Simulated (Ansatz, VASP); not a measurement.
**Two plane-wave programs on Sb**

Contents of INCAR:

```
SYSTEM = Sb
PREC     = Accurate       ! precision mode
ENCUT    = 520            ! plane-wave cutoff, eV
EDIFF    = 1E-6           ! SCF threshold, eV
ISMEAR   = 0              ! smearing method
SIGMA    = 0.03           ! smearing width, eV
LREAL    = .False.        ! projectors in reciprocal space
LASPH    = .True.         ! aspherical terms in the spheres
NELM     = 150            ! most SCF steps
ALGO     = Normal         ! electronic algorithm
ISIF     = 2              ! what is computed and relaxed
LWAVE    = .False.        ! write WAVECAR
LCHARG   = .False.        ! write CHGCAR
LNONCOLLINEAR= .True.         ! non-collinear magnetism
MAGMOM   = 0 0 0 0 0 0    ! initial moments
LORBIT   = 11             ! projections on sites
LSORBIT  = .True.         ! spin-orbit coupling
GGA_COMPAT= .False.      
LORBMOM  = .True.       
GGA      = PE             ! functional
NBANDS   = 22             ! bands
```

KPOINTS

```
regular mesh
0
Gamma
  12 12 12
  0 0 0
```

POSCAR

```
Sb
1.0
    2.1542000000      1.2437279500      3.7580000000
   -2.1542000000      1.2437279500      3.7580000000
    0.0000000000     -2.4874559000      3.7580000000
Sb
2
Direct
    0.2334900000      0.2334900000      0.2334900000
    0.7665100000      0.7665100000      0.7665100000
```

Input for Ansatz:

```yaml
crystal:
  lattice:
    - [2.1542, 1.24372795, 3.758]
    - [-2.1542, 1.24372795, 3.758]
    - [0.0, -2.4874559, 3.758]
  atoms:
    - { symbol: Sb, position: [0.23349, 0.23349, 0.23349] }
    - { symbol: Sb, position: [0.76651, 0.76651, 0.76651] }
scf:
  occupations: { method: gaussian, width: 0.03 }
output:
  eigenstates: { nscf_kmesh: { grid: [16, 16, 16] } }
hamiltonian:
  xc: pbe
kpoints:
  mp_grid: { grid: [12, 12, 12] }
magnetization:
  noncollinear: true
  spin_orbit: true
```

Alike in both runs: task single point; functional PBE; k mesh 12 × 12 × 12; occupations gaussian, width 0.03 eV; non-collinear spin, spin-orbit coupling.

|  | VASP | Ansatz |
| --- | --- | --- |
| version | VASP 6.6.1 | Ansatz 0.2.0 |
| potentials or method | VASP PAW PBE potentials, release 64 (Sb) | plane waves, PAW |
| plane-wave cutoff (eV) | 520 | 420 |
| valence electrons in the cell | 10 | 30 |

|  | VASP | Ansatz | Ansatz less VASP |
| --- | --- | --- | --- |
| net moment per atom (μB) | 0.00 | 0.00 | 0.000 |

VASP's potentials hold 10 valence electrons a cell and Ansatz's 30, so a difference there can come from the potentials and not from the codes.
